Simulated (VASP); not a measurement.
# Ti4O in VASP: further runs

Runs on Ti4O. Level: PBE. Tasks: single point.

Everything below comes from runs of VASP 6.6.1. Logs are shortened: lines on timing, memory, paths and dates and some standing lists are left out, and cuts for length are marked.

## 1. The cell of the first run

The cell holds a slab with vacuum, 5 atoms: a = 3.255 Å, b = 3.255 Å, c = 20.179 Å, α = 90.00°, β = 90.00°, γ = 90.00°.

## 2. Single point, PBE

Input file INCAR:

```
  PREC = Accurate
  ENCUT = 520
  EDIFF = 1E-7
  ISMEAR = 0
  SIGMA = 0.1
  LREAL = False
  LASPH = True
  NELM = 80
  ALGO = Normal
  ISIF = 2
  LWAVE = False
  LCHARG = False
  LDIPOL = True
  IDIPOL = 3
  DIPOL = 0.5 0.5 0.350
  GGA = PE
  NBANDS = 35
```

Input file KPOINTS:

```
Automatic mesh
0
Gamma
  8 8 1
```

Input file POSCAR:

```
Ti4O
1.0
    3.2553359278      0.0000000000      0.0000000000
    0.0000000000      3.2553359278      0.0000000000
    0.0000000000      0.0000000000     20.1793674396
Ti O
4 1
Direct
    0.5000000000      0.5000000000      0.1982222690
    0.0000000000      0.0000000000      0.2788822782
    0.5000000000      0.5000000000      0.3551865237
    0.0000000000      0.0000000000      0.4301109767
    0.2500000000      0.2500000000      0.4894497569
```

Potentials or basis: VASP PAW PBE potentials, release 64 (Ti_sv, O).

On the command line:

```
$ cat potpaw_PBE.64/Ti_sv/POTCAR potpaw_PBE.64/O/POTCAR > POTCAR
$ mpirun -np 1 vasp_std > vasp.out
```

OUTCAR:

```text
PREC = Accurate
   ENCUT = 520
   EDIFF = 1E-7
   ISMEAR = 0
   LREAL = False
   LASPH = True
   NELM = 80
   ISIF = 2
   GGA = PE

 ion  position               nearest neighbor table
   1  0.500  0.500  0.198-   2 2.82   2 2.82   2 2.82   2 2.82
   2  0.000  0.000  0.279-   3 2.77   3 2.77   3 2.77   3 2.77   1 2.82   1 2.82   1 2.82   1 2.82

   3  0.500  0.500  0.355-   4 2.75   4 2.75   4 2.75   4 2.75   2 2.77   2 2.77   2 2.77   2 2.77

   4  0.000  0.000  0.430-   5 1.66   3 2.75   3 2.75   3 2.75   3 2.75
   5  0.250  0.250  0.489-   4 1.66

  LATTYP: Found a simple tetragonal cell.
 ALAT       =     3.2553359278
 C/A-ratio  =     6.1988587007

  Lattice vectors:

 A1 = (   3.2553359278,   0.0000000000,   0.0000000000)
 A2 = (   0.0000000000,   3.2553359278,   0.0000000000)
 A3 = (   0.0000000000,   0.0000000000,  20.1793674396)

Analysis of symmetry for initial positions (statically):
=====================================================================
 Subroutine PRICEL returns:
 Original cell was already a primitive cell.

 Routine SETGRP: Setting up the symmetry group for a
 simple tetragonal supercell.

 Subroutine GETGRP returns: Found  2 space group operations
 (whereof  2 operations were pure point group operations)
 out of a pool of 16 trial point group operations.

The static configuration has the point symmetry C_1h.

Analysis of symmetry for dynamics (positions and initial velocities):
=====================================================================
 Subroutine PRICEL returns:
 Original cell was already a primitive cell.

 Routine SETGRP: Setting up the symmetry group for a
 simple tetragonal supercell.

 Subroutine GETGRP returns: Found  2 space group operations
 (whereof  2 operations were pure point group operations)
 out of a pool of 16 trial point group operations.

The dynamic configuration has the point symmetry C_1h.

 Subroutine INISYM returns: Found  2 space group operations
 (whereof  2 operations are pure point group operations),
 and found     1 'primitive' translations

----------------------------------------------------------------------------------------

                                     Primitive cell

  volume of cell :     213.8450

  direct lattice vectors                    reciprocal lattice vectors
     3.255335928  0.000000000  0.000000000     0.307187959  0.000000000  0.000000000
     0.000000000  3.255335928  0.000000000     0.000000000  0.307187959  0.000000000
     0.000000000  0.000000000 20.179367440     0.000000000  0.000000000  0.049555567

  length of vectors
     3.255335928  3.255335928 20.179367440     0.307187959  0.307187959  0.049555567

  position of ions in fractional coordinates (direct lattice)
     0.500000000  0.500000000  0.198222269
     0.000000000  0.000000000  0.278882278
     0.500000000  0.500000000  0.355186524
     0.000000000  0.000000000  0.430110977
     0.250000000  0.250000000  0.489449757

  ion indices of the primitive-cell ions
   primitive index   ion index
                 1           1
                 2           2
                 3           3
                 4           4
                 5           5

----------------------------------------------------------------------------------------

 KPOINTS: Automatic mesh

Automatic generation of k-mesh.
 Grid dimensions read from file:
 generate k-points for:    8    8    1

 Generating k-lattice:

  Cartesian coordinates                     Fractional coordinates (reciprocal lattice)
     0.038398495  0.000000000  0.000000000     0.125000000  0.000000000  0.000000000
     0.000000000  0.038398495  0.000000000     0.000000000  0.125000000  0.000000000
     0.000000000  0.000000000  0.049555567     0.000000000  0.000000000  1.000000000

  Length of vectors
     0.038398495  0.038398495  0.049555567

  Shift w.r.t. Gamma in fractional coordinates (k-lattice)
     0.000000000  0.000000000  0.000000000

 Subroutine IBZKPT returns following result:
 ===========================================

 Found     21 irreducible k-points:

 Following reciprocal coordinates:
            Coordinates               Weight
  0.000000  0.000000  0.000000      1.000000
  0.125000  0.000000  0.000000      4.000000
  0.250000  0.000000  0.000000      4.000000
  0.375000  0.000000  0.000000      4.000000
  0.500000  0.000000  0.000000      2.000000
  0.125000  0.125000  0.000000      2.000000
[... 13 lines left out ...]
  0.500000  0.375000  0.000000      4.000000
  0.500000  0.500000  0.000000      1.000000
   k-points           NKPTS =     21   k-points in BZ     NKDIM =     21   number of bands    NBANDS=     35
   number of dos      NEDOS =    301   number of ions     NIONS =      5
   total plane-waves  NPLWV =  86400
   dimension x,y,z NGX =    24 NGY =   24 NGZ =  150
   dimension x,y,z NGXF=    48 NGYF=   48 NGZF=  300
   ions per type =               4   1
   NGX,Y,Z   is equivalent  to a cutoff of  12.26, 12.26, 12.36 a.u.
   NGXF,Y,Z  is equivalent  to a cutoff of  24.51, 24.51, 24.72 a.u.
 SYSTEM =  unknown system
   PREC   = accura    normal or accurate (medium, high low for compatibility)
   ISTART =      0    job   : 0-new  1-cont  2-samecut
   ICHARG =      2    charge: 1-file 2-atom 10-const
   ISPIN  =      1    spin polarized calculation?
   LNONCOLLINEAR =      F non collinear calculations
   LSORBIT =      F    spin-orbit coupling
   LASPH  =      T    aspherical Exc in radial PAW
   ENCUT  =  520.0 eV  38.22 Ry    6.18 a.u.   6.05  6.05 37.52*2*pi/ulx,y,z
   NELM   =     80;   NELMIN=  2; NELMDL= -5     # of ELM steps
   EDIFF  = 0.1E-06   stopping-criterion for ELM
   LREAL  =      F    real-space projection
   EDIFFG = 0.1E-05   stopping-criterion for IOM
   NSW    =      0    number of steps for IOM
   IBRION =     -1    ionic relax: 0-MD 1-quasi-New 2-CG
   NFREE  =      0    steps in history (QN), initial steepest desc. (CG)
   ISIF   =      2    stress and relaxation
   ISYM   =      2    0-nonsym 1-usesym 2-fastsym
   POTIM  = 0.5000    time-step for ionic-motion
   TEBEG  =    0.0;   TEEND  =   0.0 temperature during run
   PSTRESS=    0.0 pullay stress
   NELECT =      54.0000    total number of electrons
   NUPDOWN=      -1.0000    fix difference up-down
   EMIN   =  10.00;   EMAX   =-10.00  energy-range for DOS
   EFERMI =   0.00;   METHOD = LEGACY
   ISMEAR =     0;   SIGMA  =   0.10  broadening in eV -4-tet -1-fermi 0-gaus
   EFERMI_NEDOS =   21; number of points for ismear=-14 and -15
   IALGO  =     38    algorithm
   IMIX   =      4    mixing-type and parameters
     AMIX     =   0.40;   BMIX     =  1.00
     AMIX_MAG =   1.60;   BMIX_MAG =  1.00
  volume/ion in A,a.u.               =      42.77       288.62
  Fermi-wavevector in a.u.,A,eV,Ry     =   1.034760  1.955413 14.568147  1.070729
  Thomas-Fermi vector in A             =   2.169071
   LORBIT       =      0    0 simple, 1 ext, 2 COOP (PROOUT), +10 PAW based schemes
   GGA     = PE    functional components
   LHFCALC =     F    Hartree Fock is set to
   AEXX    =    0.0000 exact exchange contribution
   IVDW    =     0    specifies the selected vdW correction
   LEPSILON=     F    determine dielectric tensor
   LRPA    =     F    only Hartree local field effects (RPA)
 non-spin polarized calculation
 Gauss-broadening in eV      SIGMA  =   0.10
  energy-cutoff  :      520.00
  volume of cell :      213.85
 maximum number of plane-waves:      5808
   NGX = 13   NGY = 13   NGZ = 75

 dipolmoment           0.000000      0.000000     -0.276328 electrons x Angstroem

 number of electron      54.0000017 magnetization

 dipolmoment           0.000000      0.000000      0.183628 electrons x Angstroem

 Free energy of the ion-electron system (eV)
  ---------------------------------------------------
  ext. energy  EPLUGINS =         0.00000000
  ---------------------------------------------------
  free energy    TOTEN  =       -36.88964437 eV

  energy without entropy =      -36.84190807  energy(sigma->0) =      -36.86577622

 E-fermi :  -0.3730     XC(G=0):  -4.9994

 val. band max:       -0.3897756343   @ k =   0.5000   0.0000   0.0000
 cond. band min:      -0.3609294227   @ k =  -0.2500   0.3750   0.0000
 fundamental gap:      0.0288462116
 Fermi energy:        -0.3729785157

 k-point     1 :       0.0000    0.0000    0.0000
  band No.  band energies     occupation
      1     -57.4345      2.00000
      2     -57.2262      2.00000
      3     -56.7391      2.00000
      4     -56.5782      2.00000
      5     -33.7996      2.00000
      6     -33.7847      2.00000
[... 27 lines left out ...]
     34       1.2979      0.00000
     35       1.4693      0.00000

 k-point     2 :       0.1250    0.0000    0.0000
  band No.  band energies     occupation
      1     -57.4324      2.00000
      2     -57.2233      2.00000
      3     -56.7342      2.00000
      4     -56.5823      2.00000
      5     -33.8065      2.00000
      6     -33.7869      2.00000
[... 27 lines left out ...]
     34       1.4531      0.00000
     35       1.6250      0.00000

 k-point     3 :       0.2500    0.0000    0.0000
  band No.  band energies     occupation
      1     -57.4275      2.00000
      2     -57.2161      2.00000
      3     -56.7208      2.00000
      4     -56.5934      2.00000
      5     -33.8272      2.00000
      6     -33.7931      2.00000
[... 27 lines left out ...]
     34       1.5300      0.00000
     35       1.8289      0.00000
[... 609 lines left out ...]
 k-point    20 :       0.5000    0.3750    0.0000
  band No.  band energies     occupation
      1     -57.4120      2.00000
      2     -57.1968      2.00000
      3     -56.6864      2.00000
      4     -56.6064      2.00000
      5     -33.8882      2.00000
      6     -33.7650      2.00000
[... 27 lines left out ...]
     34       2.1960      0.00000
     35       2.3591      0.00000

 k-point    21 :       0.5000    0.5000    0.0000
  band No.  band energies     occupation
      1     -57.4106      2.00000
      2     -57.1953      2.00000
      3     -56.6848      2.00000
      4     -56.6047      2.00000
      5     -33.8971      2.00000
      6     -33.7553      2.00000
[... 27 lines left out ...]
     34       2.2382      0.00000
     35       2.2591      0.00000

------------------------ aborting loop because EDIFF is reached ----------------------------------------

 vacuum level on the upper side and lower side of the slab       (xc-potential included)         1.423        -1.700

  FORCE on cell =-STRESS in cart. coord.  units (eV):
  Direction    XX          YY          ZZ          XY          YZ          ZX
  --------------------------------------------------------------------------------------
  -------------------------------------------------------------------------------------
  Total       -0.0377283     -0.0377283      0.7651213      0.9700382      2.1693170      2.1693138
  in kB       -0.2826695     -0.2826695      5.7324685      7.2677544     16.2530333     16.2530094
  external PRESSURE =       1.7223765 kB  Pullay stress =       0.0000000 kB

 VOLUME and BASIS-vectors are now :
 -----------------------------------------------------------------------------
  energy-cutoff  :      520.00
  volume of cell :      213.85
      direct lattice vectors                 reciprocal lattice vectors
     3.255335928  0.000000000  0.000000000     0.307187959  0.000000000  0.000000000
     0.000000000  3.255335928  0.000000000     0.000000000  0.307187959  0.000000000
     0.000000000  0.000000000 20.179367440     0.000000000  0.000000000  0.049555567

 POSITION                                       TOTAL-FORCE (eV/Angst)
 -----------------------------------------------------------------------------------
      1.62767      1.62767      4.00000        -0.084044     -0.084044      0.580256
      0.00000      0.00000      5.62767         0.178471      0.178471     -0.495585
      1.62767      1.62767      7.16744        -0.399304     -0.399304     -1.168518
      0.00000      0.00000      8.67937        -1.129816     -1.129816      0.889715
      0.81383      0.81383      9.87679         1.434692      1.434692      0.194133
 -----------------------------------------------------------------------------------
    total drift:                                0.000084      0.000084     -0.000269

  FREE ENERGIE OF THE ION-ELECTRON SYSTEM (eV)
  ---------------------------------------------------
  free  energy   TOTEN  =       -36.8896443718 eV

  energy  without entropy=      -36.8419080674  energy(sigma->0) =      -36.86577622

 vacuum level on the upper side and lower side of the slab         6.040         2.839
```

It took 2.1 min on 1 thread of Intel Xeon 6975P-C (Granite Rapids), shared host; peak memory 0.35 GiB.

Results:

```yaml
Free_energy: -36.8896 eV
Largest_force: 2.038 eV/Å
Band_gap_on_the_k_mesh: zero (band 27 reaches -0.06 eV, above the bottom of band 28 at -0.68 eV)
```

Forces on the atoms (eV/Å):
```
Ti  -0.084 -0.084  0.580
Ti   0.178  0.178 -0.496
Ti  -0.399 -0.399 -1.169
Ti  -1.130 -1.130  0.890
O    1.435  1.435  0.194
```

Levels at points of the mesh, in eV from the Fermi level:
```
           k point  band 23  band 24  band 25  band 26  band 27  band 28  band 29  band 30  band 31  band 32
(0.00, 0.00, 0.00)    -1.91    -1.70    -0.44     0.02     0.30     0.89     0.93     0.95     1.08     1.25
(0.50, 0.00, 0.00)    -1.84    -0.99    -0.21    -0.18    -0.02     0.06     0.74     0.79     1.00     1.29
(0.50, 0.50, 0.00)    -0.85    -0.68    -0.60    -0.43    -0.40     0.01     0.12     0.36     1.97     2.04
```

## 3. Single point, PBE

Input file INCAR:

```
ALGO = Normal ; DIPOL = 0.5 0.5 0.354
EDIFF = 1E-6 ; ENCUT = 520
GGA = PE ; IDIPOL = 3
ISIF = 2 ; ISMEAR = 0
LASPH = True ; LCHARG = False
LDIPOL = True ; LREAL = False
LWAVE = False ; NBANDS = 35
NELM = 60 ; PREC = Accurate
SIGMA = 0.1
```

Input file KPOINTS:

```
k-points
0
Gamma
  8 8 1
```

POSCAR: that of step 2 with these lines changed.

```diff
@@ -12,2 +12,2 @@
     0.0000000000      0.0000000000      0.4301109767
-    0.2500000000      0.2500000000      0.4894497569
+    0.1250000000      0.1250000000      0.5054851125
```

Potentials or basis: VASP PAW PBE potentials, release 64 (Ti_sv, O).

On the command line:

```
$ cat potpaw_PBE.64/Ti_sv/POTCAR potpaw_PBE.64/O/POTCAR > POTCAR
$ mpirun -np 1 vasp_std > vasp.out
```

Run time: 2.1 min. Hardware: 1 thread of Intel Xeon 6975P-C (Granite Rapids), shared host; peak memory 0.34 GiB.

Results (log left out):

| Item | Value |
| --- | --- |
| Free energy | -36.2645 eV |
| Largest force | 1.708 eV/Å |
| Band gap on the k mesh | zero (band 27 reaches -0.68 eV, above the bottom of band 28 at -1.28 eV) |

Forces on the atoms (eV/Å):
```
Ti  -0.059 -0.059  0.650
Ti   0.148  0.148 -0.686
Ti  -0.110 -0.110 -1.700
Ti  -0.535 -0.535  1.384
O    0.556  0.556  0.352
```

Levels at points of the mesh, in eV from the Fermi level:
| k point | band 23 | band 24 | band 25 | band 26 | band 27 | band 28 | band 29 | band 30 | band 31 | band 32 |
| --- | --- | --- | --- | --- | --- | --- | --- | --- | --- | --- |
| (0.00, 0.00, 0.00) | -1.88 | -1.77 | -0.68 | -0.58 | 0.23 | 0.87 | 0.90 | 0.90 | 1.04 | 1.24 |
| (0.50, 0.00, 0.00) | -1.87 | -1.26 | -0.22 | -0.18 | -0.02 | 0.02 | 0.89 | 1.02 | 1.10 | 1.23 |
| (0.50, 0.50, 0.00) | -0.76 | -0.65 | -0.62 | -0.40 | -0.39 | -0.36 | 0.17 | 0.36 | 1.92 | 2.05 |

## 4. Single point, PBE

Input file INCAR:

```
ALGO = Normal
DIPOL = 0.5 0.5 0.344
EDIFF = 1E-6
ENCUT = 520
GGA = PE
IDIPOL = 3
ISIF = 2
ISMEAR = 0
LASPH = T
LCHARG = F
LDIPOL = T
LREAL = F
LWAVE = F
NBANDS = 35
NELM = 100
PREC = Accurate
SIGMA = 0.1
```

KPOINTS is that of step 3.

POSCAR: that of step 3 with these lines changed.

```diff
@@ -12,2 +12,2 @@
     0.0000000000      0.0000000000      0.4301109767
-    0.1250000000      0.1250000000      0.5054851125
+    0.3750000000      0.3750000000      0.4570483100
```

On the command line:

```
$ cat potpaw_PBE.64/Ti_sv/POTCAR potpaw_PBE.64/O/POTCAR > POTCAR
$ mpirun -np 1 vasp_std > vasp.out
```

It took 2.1 min on 1 thread of Intel Xeon 6975P-C (Granite Rapids), shared host; peak memory 0.35 GiB.

The run converged. Its results:

| Quantity | Value |
| --- | --- |
| Free energy | -38.5634 eV |
| Largest force | 2.249 eV/Å |
| Band gap on the k mesh | zero (band 27 reaches 1.27 eV, above the bottom of band 28 at 0.59 eV) |

Forces in eV/Å, atoms in the order of the input:
```
Ti  -0.039 -0.039  0.505
Ti   0.024  0.024 -0.357
Ti  -0.390 -0.390 -1.177
Ti  -1.185 -1.185  0.982
O    1.590  1.590  0.047
```

Levels at points of the mesh, in eV from the Fermi level:
```
           k point  band 23  band 24  band 25  band 26  band 27  band 28  band 29  band 30  band 31  band 32
(0.00, 0.00, 0.00)    -1.88    -1.67    -0.50     0.20     0.41     0.69     0.87     0.93     1.04     1.09
(0.50, 0.00, 0.00)    -1.77    -0.64    -0.29    -0.01     0.05     0.12     0.55     0.76     1.22     1.28
(0.50, 0.50, 0.00)    -0.89    -0.87    -0.72    -0.45    -0.44    -0.06    -0.02     1.25     1.86     1.99
```
